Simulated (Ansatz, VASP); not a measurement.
# One calculation of CdSe, two programs

```xyz
4
Lattice="4.3000 0.0000 0.0000 -2.1500 3.7239 0.0000 0.0000 0.0000 7.0200" Properties=species:S:1:pos:R:3 pbc="T T T"
Cd    2.1500    1.2413    3.5100
Cd    0.0000    2.4826    0.0000
Se    2.1500    1.2413    6.2127
Se    0.0000    2.4826    2.7027
```

Alike in both runs: task single point; functional PBE; k mesh 5 × 5 × 3; occupations fermi-dirac, width 0.03 eV; no spin polarisation.

|  | VASP | Ansatz |
| --- | --- | --- |
| version | VASP 6.6.1 | Ansatz 0.2.0 |
| potentials or method | VASP PAW PBE potentials, release 64 (Cd, Se), cutoff 520 eV | all-electron LAPW, scalar-relativistic |

```csv
,VASP,Ansatz,Ansatz less VASP
gap on the k mesh at the Fermi level (eV),0.70,0.70,0.000
least direct gap on the mesh (eV),0.70,0.70,0.000
pressure (GPa),3.4,3.1,-0.31
"traceless stress, the component that is largest in VASP (GPa)",-1.44,-1.40,+0.048
rms of the force components (eV/Å),0.170,0.165,-0.0051
```

Atom by atom the forces differ by 0.005 eV/Å (rms over components). Ansatz ran all-electron here, and VASP with PAW potentials.
